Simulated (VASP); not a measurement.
# MgBe5ZnCdTe8 (P1) in VASP: notebook, part 2 of 2

VASP 6.6.1. Earlier steps stand in the parts before.

## (4) Single point, PBEsol

This run uses another cell than the first one, of 25.39 Å³/atom.

Input file INCAR:

```
SYSTEM = MgBe5ZnCdTe8
PREC = Accurate ; ENCUT = 520
EDIFF = 1E-6 ; ISMEAR = 0
SIGMA = 0.1 ; LREAL = Auto
LASPH = .True. ; NELM = 100
ALGO = Normal ; ISIF = 2
LWAVE = .False. ; LCHARG = .False.
GGA = PS ; ISYM = 0
NBANDS = 56
```

Input file KPOINTS:

```
Automatic mesh
0
Gamma
  2 2 2
  0.5 0.5 0.5
```

Input file POSCAR:

```
MgBe5ZnCdTe8
1.0
    0.0010378162     -0.0050832192     -6.8823453288
    4.1461388676      7.1411499375      0.0047941837
    4.1269825505     -7.1300900209     -0.0060754383
Be Mg Zn Cd Te
5 1 1 1 8
Direct
    0.9993140016      0.1676038262      0.3406979968
   -0.0012750638      0.1719426712      0.8296586991
   -0.0028282189      0.6691717908      0.3324936390
    0.9998233150      0.6609908339      0.8336171644
    0.5017181447      0.3355185336      0.6669740216
    0.4895837978      0.8364520632      0.6753729022
    0.4940124354      0.8332452340      0.1653466800
    0.4877389465      0.3270306230      0.1656447429
    0.6432165152      0.1666751725      0.3572025195
    0.6466916644      0.1797912903      0.8158709883
    0.6490732928      0.6746408806      0.3328551672
    0.6436818013      0.6446505890      0.8313471033
    0.1370574621      0.3351367664      0.6666727660
    0.0886628364      0.3328518957      0.1669816208
    0.0926480098      0.8350549454      0.6690110717
    0.1122532902      0.8351298364      0.1663075845
```

Potentials or basis: VASP PAW PBE potentials, release 64 (Be, Mg, Zn, Cd, Te).

Started as:

```console
> cat potpaw_PBE.64/Be/POTCAR potpaw_PBE.64/Mg/POTCAR potpaw_PBE.64/Zn/POTCAR potpaw_PBE.64/Cd/POTCAR potpaw_PBE.64/Te/POTCAR > POTCAR
> mpirun -np 1 vasp_std > vasp.out
```

OUTCAR:

```text
SYSTEM = MgBe5ZnCdTe8
   PREC = Accurate
   ENCUT = 520
   EDIFF = 1E-6
   ISMEAR = 0
   LREAL = Auto
   LASPH = .True.
   NELM = 100
   ISIF = 2
   GGA = PS
   ISYM = 0

 ion  position               nearest neighbor table
   1  0.999  0.168  0.341-   9 2.45  14 2.49  16 2.51  13 2.52
   2  0.999  0.172  0.830-  10 2.43  14 2.49  15 2.50  13 2.51
   3  0.997  0.669  0.332-  11 2.40  14 2.49  15 2.49  16 2.50
   4  1.000  0.661  0.834-  12 2.45  15 2.50  16 2.50  13 2.52
   5  0.502  0.336  0.667-  10 2.39   9 2.42  12 2.42  13 2.51
   6  0.490  0.836  0.675-  11 2.68  10 2.70  12 2.70  15 2.73
[... 8 lines left out ...]
  15  0.093  0.835  0.669-   3 2.49   4 2.50   2 2.50   6 2.73
  16  0.112  0.835  0.166-   3 2.50   4 2.50   1 2.51   7 2.63

IMPORTANT INFORMATION: All symmetrisations will be switched off!
NOSYMM: (Re-)initialisation of all symmetry stuff for point group C_1.

----------------------------------------------------------------------------------------

                                     Primitive cell

  volume of cell :     406.2904

  direct lattice vectors                    reciprocal lattice vectors
     0.001037816 -0.005083219 -6.882345329    -0.000022650  0.000110697 -0.145299391
     4.146138868  7.141149937  0.004794184     0.120779899  0.069908898 -0.000033421
     4.126982551 -7.130090021 -0.006075438     0.120967264 -0.070233424  0.000070115

  length of vectors
     6.882347284  8.257512514  8.238337550     0.145299435  0.139552998  0.139877868

  position of ions in fractional coordinates (direct lattice)
     0.999314002  0.167603826  0.340697997
     0.998724936  0.171942671  0.829658699
     0.997171781  0.669171791  0.332493639
     0.999823315  0.660990834  0.833617164
     0.501718145  0.335518534  0.666974022
     0.489583798  0.836452063  0.675372902
[... 8 lines left out ...]
     0.092648010  0.835054945  0.669011072
     0.112253290  0.835129836  0.166307584

  ion indices of the primitive-cell ions
   primitive index   ion index
                 1           1
                 2           2
                 3           3
                 4           4
                 5           5
                 6           6
[... 8 lines left out ...]
                15          15
                16          16

[... 80 lines left out ...]
   LRPA    =     F    only Hartree local field effects (RPA)
 non-spin polarized calculation
 Gauss-broadening in eV      SIGMA  =   0.10
  energy-cutoff  :      520.00
  volume of cell :      406.29
 maximum number of plane-waves:     10937
 NGX is ok and might be reduce to    54
   NGX = 25   NGY = 31   NGZ = 31

 number of electron      84.0000003 magnetization

 Free energy of the ion-electron system (eV)
  ---------------------------------------------------
  ext. energy  EPLUGINS =         0.00000000
  ---------------------------------------------------
  free energy    TOTEN  =       -58.47506518 eV

  energy without entropy =      -58.47506518  energy(sigma->0) =      -58.47506518

 E-fermi :   4.4954     XC(G=0):  -9.0545

 val. band max:        4.0042626363   @ k =  -0.2500  -0.2500   0.2500
 cond. band min:       6.1480735539   @ k =  -0.2500  -0.2500   0.2500
 fundamental gap:      2.1438109176
 Fermi energy:         4.4953622133

 k-point     1 :       0.2500    0.2500    0.2500
  band No.  band energies     occupation
      1      -7.4926      2.00000
      2      -7.2193      2.00000
      3      -7.0581      2.00000
      4      -6.8187      2.00000
      5      -6.6661      2.00000
      6      -6.6030      2.00000
[... 217 lines left out ...]
     53       8.3250      0.00000
     54       8.3308      0.00000
 [bands above 54 left out]

------------------------ aborting loop because EDIFF is reached ----------------------------------------

  FORCE on cell =-STRESS in cart. coord.  units (eV):
  Direction    XX          YY          ZZ          XY          YZ          ZX
  --------------------------------------------------------------------------------------
  -------------------------------------------------------------------------------------
  Total        0.5337608      0.4285674      0.5435436      0.0023552     -0.0030935     -0.0049544
  in kB        2.1048480      1.6900252      2.1434255      0.0092876     -0.0121990     -0.0195372
  external PRESSURE =       1.9794329 kB  Pullay stress =       0.0000000 kB

 VOLUME and BASIS-vectors are now :
 -----------------------------------------------------------------------------
  energy-cutoff  :      520.00
  volume of cell :      406.29
      direct lattice vectors                 reciprocal lattice vectors
     0.001037816 -0.005083219 -6.882345329    -0.000022650  0.000110697 -0.145299391
     4.146138868  7.141149937  0.004794184     0.120779899  0.069908898 -0.000033421
     4.126982551 -7.130090021 -0.006075438     0.120967264 -0.070233424  0.000070115

 POSITION                                       TOTAL-FORCE (eV/Angst)
 -----------------------------------------------------------------------------------
      2.10200     -1.23740     -6.87889         0.010224     -0.006624     -0.011752
      4.13792     -4.69275     -6.87779        -0.000271      0.009860     -0.005908
      4.14771      2.40288     -6.86169        -0.000805     -0.005711     -0.014909
      6.18192     -1.22861     -6.88302        -0.011612     -0.007753     -0.010044
      4.14422     -2.36215     -3.45544         0.001242      0.001512      0.000389
      6.25581      1.15527     -3.36958        -0.003556      0.006716      0.000823
[... 8 lines left out ...]
      6.22335      1.19267     -0.63770        -0.004875      0.002041     -0.002529
      4.14903      4.77743     -0.76957         0.000486      0.001406      0.003033
 -----------------------------------------------------------------------------------
    total drift:                               -0.004159     -0.003805     -0.010208

  FREE ENERGIE OF THE ION-ELECTRON SYSTEM (eV)
  ---------------------------------------------------
  free  energy   TOTEN  =       -58.4750651802 eV

  energy  without entropy=      -58.4750651802  energy(sigma->0) =      -58.47506518
```

OSZICAR:

```text
N       E                     dE             d eps       ncg     rms          rms(c)
DAV:   1     0.447823855522E+03    0.44782E+03   -0.32355E+04   448   0.128E+03
DAV:   2    -0.144225271036E+02   -0.46225E+03   -0.44049E+03   520   0.257E+02
DAV:   3    -0.585098477811E+02   -0.44087E+02   -0.43712E+02   512   0.872E+01
DAV:   4    -0.598467243313E+02   -0.13369E+01   -0.13310E+01   568   0.154E+01
DAV:   5    -0.598895558554E+02   -0.42832E-01   -0.42814E-01   568   0.271E+00    0.120E+01
DAV:   6    -0.586484286190E+02    0.12411E+01   -0.26133E+00   608   0.254E+01    0.849E+00
DAV:   7    -0.584789186636E+02    0.16951E+00   -0.16263E+00   552   0.499E+00    0.335E+00
DAV:   8    -0.584743605005E+02    0.45582E-02   -0.11800E-01   536   0.192E+00    0.114E+00
DAV:   9    -0.584746765444E+02   -0.31604E-03   -0.11027E-02   576   0.589E-01    0.524E-01
DAV:  10    -0.584748749540E+02   -0.19841E-03   -0.32241E-03   528   0.228E-01    0.143E-01
DAV:  11    -0.584750081839E+02   -0.13323E-03   -0.49191E-04   544   0.901E-02    0.694E-02
DAV:  12    -0.584750354222E+02   -0.27238E-04   -0.79607E-05   544   0.315E-02    0.319E-02
DAV:  13    -0.584750606015E+02   -0.25179E-04   -0.25538E-05   512   0.167E-02    0.122E-02
DAV:  14    -0.584750645026E+02   -0.39011E-05   -0.40163E-06   472   0.778E-03    0.670E-03
DAV:  15    -0.584750651802E+02   -0.67762E-06   -0.15192E-06   352   0.540E-03
   1 F= -.58475065E+02 E0= -.58475065E+02  d E =-.850718E-12
```

It took 4.6 min on 1 thread of Intel Xeon Platinum 8375C at 2.90GHz (Ice Lake), shared host; peak memory 0.53 GiB.

Results:

| Item | Value |
| --- | --- |
| Free energy | -58.4751 eV |
| Pressure | 0.2 GPa |
| Largest force | 0.024 eV/Å |
| Band gap on the k mesh | 2.14 eV |

Forces in eV/Å, atoms in the order of the input:
```
Be   0.010 -0.007 -0.012
Be   0.000  0.010 -0.006
Be  -0.001 -0.006 -0.015
Be  -0.012 -0.008 -0.010
Be   0.001  0.002  0.000
Mg  -0.004  0.007  0.001
Zn   0.001  0.004  0.005
Cd  -0.005  0.002  0.002
Te  -0.002 -0.019  0.004
Te  -0.012  0.011  0.000
Te   0.022 -0.005  0.009
Te   0.003  0.002  0.008
Te   0.000  0.003  0.004
Te   0.002  0.000  0.008
Te  -0.005  0.002 -0.003
Te   0.000  0.001  0.003
```

Levels at points of the mesh, in eV from the valence-band top:
```tsv
k point	band 39	band 40	band 41	band 42	band 43	band 44	band 45	band 46
(0.25, 0.25, 0.25)	-0.98	-0.89	-0.75	-0.49	2.71	2.94	3.14	3.21
```

Caveat: the PAW data sets were made with another functional, which shifts forces and pressure a little; spin-orbit coupling is left out, which moves the levels of the heavy elements; a shifted mesh leaves out Γ, where band edges can lie. A k mesh can miss the band edges.

## (5) Single point, PBEsol

This run uses another cell than the first one, of 25.39 Å³/atom.

Input file INCAR:

```
PREC = Accurate ; ENCUT = 520
EDIFF = 1E-7 ; ISMEAR = 0
SIGMA = 0.02 ; LREAL = Auto
LASPH = T ; NELM = 60
ALGO = Normal ; ISIF = 2
LWAVE = F ; LCHARG = T
GGA = PS ; LELF = T
LVHAR = T ; NBANDS = 56
```

Input file KPOINTS:

```
Automatic mesh
0
Gamma
  4 3 3
```

POSCAR, as its differences from that of step 4:

```diff
@@ -2,5 +2,5 @@
 1.0
-    0.0010378162     -0.0050832192     -6.8823453288
-    4.1461388676      7.1411499375      0.0047941837
-    4.1269825505     -7.1300900209     -0.0060754383
+    0.0010380000     -0.0050830000     -6.8823450000
+    4.1461390000      7.1411500000      0.0047940000
+    4.1269830000     -7.1300900000     -0.0060750000
 Be Mg Zn Cd Te
@@ -9,4 +9,4 @@
     0.9993140016      0.1676038262      0.3406979968
-   -0.0012750638      0.1719426712      0.8296586991
-   -0.0028282189      0.6691717908      0.3324936390
+    0.9987249362      0.1719426712      0.8296586991
+    0.9971717811      0.6691717908      0.3324936390
     0.9998233150      0.6609908339      0.8336171644
```

Started as:

```console
> cat potpaw_PBE.64/Be/POTCAR potpaw_PBE.64/Mg/POTCAR potpaw_PBE.64/Zn/POTCAR potpaw_PBE.64/Cd/POTCAR potpaw_PBE.64/Te/POTCAR > POTCAR
> mpirun -np 1 vasp_std > vasp.out
```

Run time: 25 min. Hardware: 1 thread of Oxide Virtual Turin-like, shared host; peak memory 0.64 GiB.

It converged, with:

| Quantity | Value |
| --- | --- |
| Free energy | -58.3466 eV |
| Pressure | 0.3 GPa |
| Largest force | 0.048 eV/Å |
| Band gap on the k mesh | 1.67 eV (least direct gap 1.81 eV) |

Forces in eV/Å, atoms in the order of the input:
```
Be   0.004  0.017 -0.020
Be   0.002  0.007 -0.021
Be  -0.004  0.005 -0.047
Be  -0.005  0.011 -0.015
Be  -0.004 -0.017  0.012
Mg  -0.004  0.013 -0.004
Zn   0.002  0.011  0.011
Cd  -0.001  0.025  0.015
Te  -0.005  0.026  0.003
Te  -0.011 -0.040  0.017
Te   0.023 -0.020  0.026
Te   0.006  0.022  0.007
Te   0.005 -0.017 -0.019
Te  -0.003 -0.011  0.017
Te  -0.001 -0.015  0.017
Te  -0.005 -0.016  0.001
```

Stress tensor (GPa, compression positive):
```
-0.04 -0.02  0.00
-0.02  0.82  0.02
 0.00  0.02  0.10
```

Levels at points of the mesh, in eV from the valence-band top:
```csv
k point,band 40,band 41,band 42,band 43,band 44,band 45
"(0.00, 0.00, 0.00)",-0.51,-0.04,0.00,1.81,1.90,2.07
"(0.50, 0.00, 0.00)",-1.13,-0.32,-0.28,1.67,1.83,2.06
```

Caveat: the PAW data sets were made with another functional, which shifts forces and pressure a little; spin-orbit coupling is left out, which moves the levels of the heavy elements. A k mesh can miss the band edges.

## (6) Summary

```csv
cell,k mesh,smearing,gap on the mesh (eV),pressure (GPa),largest force (eV/Å)
"a = 6.870, b = 8.284, c = 8.301 Å, angles 120.4, 89.9, 90.1°, 16 atoms, atomic positions A",4 × 3 × 3,gaussian 0.02 eV,1.68,0.2,0.02
"a = 6.881, b = 8.238, c = 8.257 Å, angles 119.8, 89.9, 90.1°, 16 atoms, atomic positions B","2 × 2 × 2, shifted",gaussian 0.1 eV,2.15,0.2,0.02
"a = 6.882, b = 8.258, c = 8.238 Å, angles 119.8, 89.9, 90.1°, 16 atoms, atomic positions C","2 × 2 × 2, shifted",gaussian 0.1 eV,2.14,0.2,0.02
"a = 6.882, b = 8.258, c = 8.238 Å, angles 119.8, 89.9, 90.1°, 16 atoms, atomic positions C",4 × 3 × 3,gaussian 0.02 eV,1.67,0.3,0.05
```

Alike in all rows: task single point; level PBEsol; potentials or basis VASP PAW PBE potentials, release 64 (Be, Mg, Zn, Cd, Te); no spin polarisation; cutoff (eV) 520.

Caveats: the PAW data sets were made with another functional, which shifts forces and pressure a little; spin-orbit coupling is left out, which moves the levels of the heavy elements; a shifted mesh leaves out Γ, where band edges can lie (at least some runs).

Total energies depend on the potentials used, so only differences within one code and one set of settings carry meaning.
